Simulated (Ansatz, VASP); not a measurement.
One calculation of Mo, two programs

```
Mo
1.0
    -1.56046    1.56046    1.56046
     1.56046   -1.56046    1.56046
     1.56046    1.56046   -1.56046
Mo
1
Direct
  0.00000 0.00000 0.00000
```

Change from the starting cell: volume scaled by 0.98.

Alike in both runs: task single point; functional PBE; k mesh 16 × 16 × 16; occupations fermi-dirac, width 0.05 eV; no spin polarisation.

|  | VASP | Ansatz |
| --- | --- | --- |
| version | VASP 6.6.1 | Ansatz 0.2.0 |
| potentials or method | VASP PAW PBE potentials, release 64 (Mo_sv), cutoff 520 eV | all-electron LAPW, scalar-relativistic |

```csv
,VASP,Ansatz,Ansatz less VASP
pressure (GPa),11.1,10.5,-0.62
```

Ansatz ran all-electron here, and VASP with PAW potentials.
